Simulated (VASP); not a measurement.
# NaI in VASP: a series of runs

The runs below take NaI through single point, with PBE.

All numbers are computed with VASP 6.6.1; they aren't measurements. Logs are shortened: lines on timing, memory, paths and dates and some standing lists are left out, and cuts for length are marked.

### 1 The cell of the first run

It takes space group Fm-3m (No. 225, cubic). Conventional cell: a = 6.459 Å, b = 6.459 Å, c = 6.459 Å, α = 90.00°, β = 90.00°, γ = 90.00°. Within 4.2 Å of Na (site symmetry m-3m) lie 6 I at 3.23 Å. Within 4.2 Å of I (site symmetry m-3m) lie 6 Na at 3.23 Å.

### 2 Single point, PBE

File INCAR:

```
  ALGO = Normal
  EDIFF = 1E-6
  ENCUT = 520
  GGA = PE
  ISIF = 2
  ISMEAR = 0
  LASPH = T
  LCHARG = T
  LELF = T
  LREAL = F
  LVHAR = T
  LWAVE = F
  NBANDS = 14
  NELM = 100
  PREC = Accurate
  SIGMA = 0.01
```

File KPOINTS:

```
k-points
0
Gamma
  4 4 4
```

File POSCAR:

```
NaI
1.0
    0.0000000000      3.2297205115      3.2297205115
    3.2297205115      0.0000000000      3.2297205115
    3.2297205115      3.2297205115      0.0000000000
Na I
1 1
Direct
    0.0000000000      0.0000000000      0.0000000000
    0.5000000000      0.5000000000      0.5000000000
```

Potentials or basis: VASP PAW PBE potentials, release 64 (Na_pv, I).

Command:

```
> cat potpaw_PBE.64/Na_pv/POTCAR potpaw_PBE.64/I/POTCAR > POTCAR
> mpirun -np 1 vasp_std > vasp.out
```

OUTCAR:

```text
EDIFF = 1E-6
   ENCUT = 520
   GGA = PE
   ISIF = 2
   ISMEAR = 0
   LASPH = T
   LREAL = F
   NELM = 100
   PREC = Accurate

 ion  position               nearest neighbor table
   1  0.000  0.000  0.000-
   2  0.500  0.500  0.500-

  LATTYP: Found a face centered cubic cell.
 ALAT       =     6.4594410230

  Lattice vectors:

 A1 = (   0.0000000000,   3.2297205115,   3.2297205115)
 A2 = (   3.2297205115,   0.0000000000,   3.2297205115)
 A3 = (   3.2297205115,   3.2297205115,   0.0000000000)

Analysis of symmetry for initial positions (statically):
=====================================================================
 Subroutine PRICEL returns:
 Original cell was already a primitive cell.

 Routine SETGRP: Setting up the symmetry group for a
 face centered cubic supercell.

 Subroutine GETGRP returns: Found 48 space group operations
 (whereof 48 operations were pure point group operations)
 out of a pool of 48 trial point group operations.

The static configuration has the point symmetry O_h .

Analysis of symmetry for dynamics (positions and initial velocities):
=====================================================================
 Subroutine PRICEL returns:
 Original cell was already a primitive cell.

 Routine SETGRP: Setting up the symmetry group for a
 face centered cubic supercell.

 Subroutine GETGRP returns: Found 48 space group operations
 (whereof 48 operations were pure point group operations)
 out of a pool of 48 trial point group operations.

The dynamic configuration has the point symmetry O_h .

 Subroutine INISYM returns: Found 48 space group operations
 (whereof 48 operations are pure point group operations),
 and found     1 'primitive' translations

----------------------------------------------------------------------------------------

                                     Primitive cell

  volume of cell :      67.3790

  direct lattice vectors                    reciprocal lattice vectors
     0.000000000  3.229720512  3.229720512    -0.154812157  0.154812157  0.154812157
     3.229720512  0.000000000  3.229720512     0.154812157 -0.154812157  0.154812157
     3.229720512  3.229720512  0.000000000     0.154812157  0.154812157 -0.154812157

  length of vectors
     4.567514550  4.567514550  4.567514550     0.268142522  0.268142522  0.268142522

  position of ions in fractional coordinates (direct lattice)
[... 8 lines left out ...]
----------------------------------------------------------------------------------------

 KPOINTS: k-points

Automatic generation of k-mesh.
 Grid dimensions read from file:
 generate k-points for:    4    4    4

 Generating k-lattice:

  Cartesian coordinates                     Fractional coordinates (reciprocal lattice)
    -0.038703039  0.038703039  0.038703039     0.250000000  0.000000000  0.000000000
     0.038703039 -0.038703039  0.038703039     0.000000000  0.250000000  0.000000000
     0.038703039  0.038703039 -0.038703039     0.000000000  0.000000000  0.250000000

  Length of vectors
     0.067035631  0.067035631  0.067035631

  Shift w.r.t. Gamma in fractional coordinates (k-lattice)
     0.000000000  0.000000000  0.000000000

 Subroutine IBZKPT returns following result:
 ===========================================

 Found      8 irreducible k-points:

 Following reciprocal coordinates:
            Coordinates               Weight
  0.000000  0.000000  0.000000      1.000000
  0.250000  0.000000  0.000000      8.000000
  0.500000  0.000000  0.000000      4.000000
  0.250000  0.250000  0.000000      6.000000
  0.500000  0.250000  0.000000     24.000000
 -0.250000  0.250000  0.000000     12.000000
  0.500000  0.500000  0.000000      3.000000
 -0.250000  0.500000  0.250000      6.000000
   k-points           NKPTS =      8   k-points in BZ     NKDIM =      8   number of bands    NBANDS=     14
   number of dos      NEDOS =    301   number of ions     NIONS =      2
   total plane-waves  NPLWV =  46656
   dimension x,y,z NGX =    36 NGY =   36 NGZ =   36
   dimension x,y,z NGXF=    72 NGYF=   72 NGZF=   72
   ions per type =               1   1
   NGX,Y,Z   is equivalent  to a cutoff of  13.10, 13.10, 13.10 a.u.
   NGXF,Y,Z  is equivalent  to a cutoff of  26.21, 26.21, 26.21 a.u.
 SYSTEM =  unknown system
   PREC   = accura    normal or accurate (medium, high low for compatibility)
   ISTART =      0    job   : 0-new  1-cont  2-samecut
   ICHARG =      2    charge: 1-file 2-atom 10-const
   ISPIN  =      1    spin polarized calculation?
   LNONCOLLINEAR =      F non collinear calculations
   LSORBIT =      F    spin-orbit coupling
   LASPH  =      T    aspherical Exc in radial PAW
   ENCUT  =  520.0 eV  38.22 Ry    6.18 a.u.   8.49  8.49  8.49*2*pi/ulx,y,z
   NELM   =    100;   NELMIN=  2; NELMDL= -5     # of ELM steps
   EDIFF  = 0.1E-05   stopping-criterion for ELM
   LREAL  =      F    real-space projection
   EDIFFG = 0.1E-04   stopping-criterion for IOM
   NSW    =      0    number of steps for IOM
   IBRION =     -1    ionic relax: 0-MD 1-quasi-New 2-CG
   NFREE  =      0    steps in history (QN), initial steepest desc. (CG)
   ISIF   =      2    stress and relaxation
   ISYM   =      2    0-nonsym 1-usesym 2-fastsym
   POTIM  = 0.5000    time-step for ionic-motion
   TEBEG  =    0.0;   TEEND  =   0.0 temperature during run
   PSTRESS=    0.0 pullay stress
   NELECT =      14.0000    total number of electrons
   NUPDOWN=      -1.0000    fix difference up-down
   EMIN   =  10.00;   EMAX   =-10.00  energy-range for DOS
   EFERMI =   0.00;   METHOD = LEGACY
   ISMEAR =     0;   SIGMA  =   0.01  broadening in eV -4-tet -1-fermi 0-gaus
   EFERMI_NEDOS =   21; number of points for ismear=-14 and -15
   IALGO  =     38    algorithm
   IMIX   =      4    mixing-type and parameters
     AMIX     =   0.40;   BMIX     =  1.00
     AMIX_MAG =   1.60;   BMIX_MAG =  1.00
  volume/ion in A,a.u.               =      33.69       227.35
  Fermi-wavevector in a.u.,A,eV,Ry     =   0.969637  1.832348 12.792145  0.940196
  Thomas-Fermi vector in A             =   2.099706
   LORBIT       =      0    0 simple, 1 ext, 2 COOP (PROOUT), +10 PAW based schemes
   GGA     = PE    functional components
   LHFCALC =     F    Hartree Fock is set to
   AEXX    =    0.0000 exact exchange contribution
   IVDW    =     0    specifies the selected vdW correction
   LEPSILON=     F    determine dielectric tensor
   LRPA    =     F    only Hartree local field effects (RPA)
 non-spin polarized calculation
 Gauss-broadening in eV      SIGMA  =   0.01
  energy-cutoff  :      520.00
  volume of cell :       67.38
 maximum number of plane-waves:      1837
 NGX is ok and might be reduce to    36
   NGX = 17   NGY = 17   NGZ = 17

 number of electron      13.9999994 magnetization

 Free energy of the ion-electron system (eV)
  ---------------------------------------------------
  ext. energy  EPLUGINS =         0.00000000
  ---------------------------------------------------
  free energy    TOTEN  =        -5.37795724 eV

  energy without entropy =       -5.37795724  energy(sigma->0) =       -5.37795724

 E-fermi :   0.8990     XC(G=0):  -7.7275

 val. band max:        0.8547231545   @ k =   0.0000   0.0000   0.0000
 cond. band min:       4.5098316805   @ k =   0.0000   0.0000   0.0000
 fundamental gap:      3.6551085259
 Fermi energy:         0.8989937644

 k-point     1 :       0.0000    0.0000    0.0000
  band No.  band energies     occupation
      1     -21.5861      2.00000
      2     -21.5861      2.00000
      3     -21.5861      2.00000
      4     -10.1776      2.00000
      5       0.8547      2.00000
      6       0.8547      2.00000
      7       0.8547      2.00000
      8       4.5098      0.00000
      9       8.7820      0.00000
     10       8.7820      0.00000
     11       8.7820      0.00000
     12      10.6101      0.00000
     13      10.6101      0.00000
     14      11.2927      0.00000

 k-point     2 :       0.2500    0.0000    0.0000
  band No.  band energies     occupation
      1     -21.5888      2.00000
      2     -21.5863      2.00000
      3     -21.5863      2.00000
      4     -10.0240      2.00000
      5      -0.4496      2.00000
      6       0.7058      2.00000
      7       0.7058      2.00000
      8       5.7952      0.00000
      9       8.3681      0.00000
     10       8.8224      0.00000
     11       8.8224      0.00000
     12      10.4005      0.00000
     13      10.4005      0.00000
     14      11.2902      0.00000

 k-point     3 :       0.5000    0.0000    0.0000
  band No.  band energies     occupation
      1     -21.5915      2.00000
      2     -21.5864      2.00000
      3     -21.5864      2.00000
      4      -9.8575      2.00000
      5      -1.3487      2.00000
      6       0.5695      2.00000
      7       0.5695      2.00000
      8       5.9476      0.00000
      9       8.3013      0.00000
     10       8.3013      0.00000
     11       9.6281      0.00000
     12      11.1744      0.00000
     13      13.1356      0.00000
     14      13.1356      0.00000
[... 52 lines left out ...]
 k-point     7 :       0.5000    0.5000    0.0000
  band No.  band energies     occupation
      1     -21.5902      2.00000
      2     -21.5878      2.00000
      3     -21.5878      2.00000
      4      -9.7792      2.00000
      5      -1.0676      2.00000
      6       0.1024      2.00000
      7       0.1024      2.00000
      8       5.3497      0.00000
      9       6.3963      0.00000
     10      10.7656      0.00000
     11      12.1929      0.00000
     12      12.1929      0.00000
     13      12.4399      0.00000
     14      14.0983      0.00000

 k-point     8 :      -0.2500    0.5000    0.2500
  band No.  band energies     occupation
      1     -21.5890      2.00000
      2     -21.5890      2.00000
      3     -21.5880      2.00000
      4      -9.7705      2.00000
      5      -0.5670      2.00000
      6      -0.5670      2.00000
      7      -0.0883      2.00000
      8       6.6880      0.00000
      9       8.3409      0.00000
     10       8.3409      0.00000
     11       8.7769      0.00000
     12      12.8663      0.00000
     13      12.8663      0.00000
     14      13.5867      0.00000

------------------------ aborting loop because EDIFF is reached ----------------------------------------

  FORCE on cell =-STRESS in cart. coord.  units (eV):
  Direction    XX          YY          ZZ          XY          YZ          ZX
  --------------------------------------------------------------------------------------
  -------------------------------------------------------------------------------------
  Total        0.2542671      0.2542671      0.2542671     -0.0000000     -0.0000000      0.0000000
  in kB        6.0461089      6.0461089      6.0461089     -0.0000000     -0.0000000      0.0000000
  external PRESSURE =       6.0461089 kB  Pullay stress =       0.0000000 kB

 VOLUME and BASIS-vectors are now :
 -----------------------------------------------------------------------------
  energy-cutoff  :      520.00
  volume of cell :       67.38
      direct lattice vectors                 reciprocal lattice vectors
     0.000000000  3.229720512  3.229720512    -0.154812157  0.154812157  0.154812157
     3.229720512  0.000000000  3.229720512     0.154812157 -0.154812157  0.154812157
     3.229720512  3.229720512  0.000000000     0.154812157  0.154812157 -0.154812157

 POSITION                                       TOTAL-FORCE (eV/Angst)
 -----------------------------------------------------------------------------------
      0.00000      0.00000      0.00000         0.000000      0.000000      0.000000
      3.22972      3.22972      3.22972        -0.000000     -0.000000     -0.000000
 -----------------------------------------------------------------------------------
    total drift:                                0.000000      0.000000      0.000000

  FREE ENERGIE OF THE ION-ELECTRON SYSTEM (eV)
  ---------------------------------------------------
  free  energy   TOTEN  =        -5.3779572407 eV

  energy  without entropy=       -5.3779572407  energy(sigma->0) =       -5.37795724
```

Wall time 10 s (1 thread of Intel Xeon Platinum 8259CL at 2.50GHz (Skylake/Cascade Lake), shared host); peak memory 0.2 GiB.

What came out:

| Item | Value |
| --- | --- |
| Free energy | -5.3780 eV |
| Pressure | 0.6 GPa |
| Band gap on the k mesh | 3.66 eV, direct |

Caveat: the k points lie up to 0.42 Å⁻¹ apart; spin-orbit coupling is left out, which moves the levels of the heavy elements.

(Part 1 of 2 ends here.)
